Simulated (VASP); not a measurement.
NaH, 2 atoms in the cell. It takes space group R-3m (No. 166, trigonal). The conventional cell has a = 3.325 Å, b = 3.325 Å, c = 8.085 Å, α = 90.00°, β = 90.00°, γ = 120.00°. Na (site symmetry -3m) has 6 H at 2.35 Å within 3.1 Å. H (site symmetry -3m) has 6 Na at 2.35 Å within 3.1 Å.  This cell differs from its parent crystal: equal xy, yz and zx engineering shears of -0.5 %.

```yaml
Program: VASP 6.6.1
Task: single point
Functional: LDA
Potentials_or_basis: VASP PAW LDA potentials, release 64 (Na_pv, H)
Cutoff: 520 eV
k_mesh: 8 × 8 × 8
Occupations: gaussian, width 0.01 eV
Spin: no spin polarisation
Dipole_correction: no
Further_INCAR_settings: ALGO = Normal; EDIFF = 1e-06; NBANDS = 11
```

Potentials or basis: VASP PAW LDA potentials, release 64 (Na_pv, H).

Launch:

```bash
$ cat potpaw_LDA.64/Na_pv/POTCAR potpaw_LDA.64/H/POTCAR > POTCAR
$ mpirun -np 1 vasp_std > vasp.out
```

Hardware: 1 thread of AMD EPYC 9R45 96-Core Processor (Zen 5) (shared host).

Question: How long does it take, and how much memory?

Answer: Run time: 14 s on 1 thread of AMD EPYC 9R45 96-Core Processor (Zen 5) (shared host), peak memory 0.11 GiB. Counts: scf iterations 11, k points 65.
